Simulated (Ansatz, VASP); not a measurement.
One calculation of Al8N, two programs

INCAR

```
PREC = Accurate ; ENCUT = 520
EDIFF = 1E-6 ; ISMEAR = 0
SIGMA = 0.1 ; LREAL = F
LASPH = T ; NELM = 100
ALGO = Normal ; ISIF = 2
LWAVE = F ; LCHARG = F
LDIPOL = T ; IDIPOL = 3
DIPOL = 0.5 0.5 0.397 ; GGA = PE
NBANDS = 24
```

File KPOINTS:

```
regular mesh
0
Gamma
  9 9 1
```

File POSCAR:

```
Al8N
1.0
    2.8543223330      0.0000000000      0.0000000000
   -1.4271611665      2.4719156510      0.0000000000
    0.0000000000      0.0000000000     33.4760593533
Al N
8 1
Direct
    0.3333333333      0.6666666667      0.1194883770
    0.0000000000      0.0000000000      0.1895622803
    0.6666666667      0.3333333333      0.2596361837
    0.0000000000      0.0000000000      0.3297100869
    0.3333333333      0.6666666667      0.3992195594
    0.0000000000      0.0000000000      0.4696536480
    0.6666666667      0.3333333333      0.5400996810
    0.0000000000      0.0000000000      0.6116627748
    0.3333333333     -0.3333333333      0.6507952183
```

Input for Ansatz:

```yaml
crystal:
  lattice:
    - [2.854322333, 0.0, 0.0]
    - [-1.4271611665, 2.471915651, 0.0]
    - [0.0, 0.0, 33.4760593533]
  atoms:
    - { symbol: Al, position: [0.3333333333, 0.6666666667, 0.119488377] }
    - { symbol: Al, position: [0.0, 0.0, 0.1895622803] }
    - { symbol: Al, position: [0.6666666667, 0.3333333333, 0.2596361837] }
    - { symbol: Al, position: [0.0, 0.0, 0.3297100869] }
    - { symbol: Al, position: [0.3333333333, 0.6666666667, 0.3992195594] }
    - { symbol: Al, position: [0.0, 0.0, 0.469653648] }
    - { symbol: Al, position: [0.6666666667, 0.3333333333, 0.540099681] }
    - { symbol: Al, position: [0.0, 0.0, 0.6116627748] }
    - { symbol: "N", position: [0.3333333333, -0.3333333333, 0.6507952183] }
basis:
  ecutwfc: 420
kpoints:
  mp_grid: { grid: [9, 9, 1] }
hamiltonian:
  xc: pbe
scf:
  occupations: { method: gaussian, width: 0.1 }
output:
  forces: true
  eigenvalues: true
efield:
  axis: 3
  dipole_correction: true
  ramp_width: 0.04
```

Alike in both runs: task single point; functional PBE; k mesh 9 × 9 × 1; occupations gaussian, width 0.1 eV; no spin polarisation.

|  | VASP | Ansatz |
| --- | --- | --- |
| version | VASP 6.6.1 | Ansatz 0.2.0 |
| potentials or method | VASP PAW PBE potentials, release 64 (Al, N), cutoff 520 eV | scalar-relativistic, plane waves, PAW |
| valence electrons in the cell | 29 | 29 |

```tsv
	VASP	Ansatz	Ansatz less VASP
gap on the k mesh at the Fermi level (eV)	none	none	-
rms of the force components (eV/Å)	1.002	1.004	+0.0021
```

Atom by atom the forces differ by 0.002 eV/Å (rms over components). A gap of «none» marks a metal or a gap that the smearing closes.
